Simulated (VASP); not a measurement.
A run of VASP 6.6.1:

The input INCAR:

```
SYSTEM = PbO
ALGO     = Normal         ! electronic algorithm
DIPOL    = 0.5 0.5 0.500
EDIFF    = 1E-6           ! SCF threshold, eV
ENCUT    = 520            ! plane-wave cutoff, eV
GGA      = PE             ! functional
IDIPOL   = 3            
ISIF     = 2              ! what is computed and relaxed
ISMEAR   = 0              ! smearing method
IVDW     = 12             ! dispersion correction
LASPH    = .TRUE.         ! aspherical terms in the spheres
LCHARG   = .FALSE.        ! write CHGCAR
LDIPOL   = .TRUE.       
LREAL    = .FALSE.        ! projectors in reciprocal space
LWAVE    = .FALSE.        ! write WAVECAR
NBANDS   = 28             ! bands
NELM     = 60             ! most SCF steps
PREC     = Accurate       ! precision mode
SIGMA    = 0.02           ! smearing width, eV
```

Contents of KPOINTS:

```
k-points
0
G
  6 6 1
  0 0 0
```

Contents of POSCAR:

```
PbO
1.0
    4.1190000000      0.0000000000      0.0000000000
    0.0000000000      4.1190000000      0.0000000000
    0.0000000000      0.0000000000     30.7493267952
Pb O
2 2
Direct
    0.5000000000      0.0000000000      0.4634788752
    0.0000000000      0.5000000000      0.5365211248
    0.0000000000      0.0000000000      0.5000000000
    0.5000000000      0.5000000000      0.5000000000
```

Potentials or basis: VASP PAW PBE potentials, release 64 (Pb_d, O).

Command:

```sh
$ cat potpaw_PBE.64/Pb_d/POTCAR potpaw_PBE.64/O/POTCAR > POTCAR
$ mpirun -np 1 vasp_std > vasp.out
```

Hardware: 1 thread of Intel(R) Xeon(R) 6975P-C (Granite Rapids) (shared host).

Problem. Estimate the wall time of this run.

Solution. Run time: 2.5 min on 1 thread of Intel(R) Xeon(R) 6975P-C (Granite Rapids) (shared host), peak memory 0.58 GiB. Counts: scf iterations 24, k points 10.
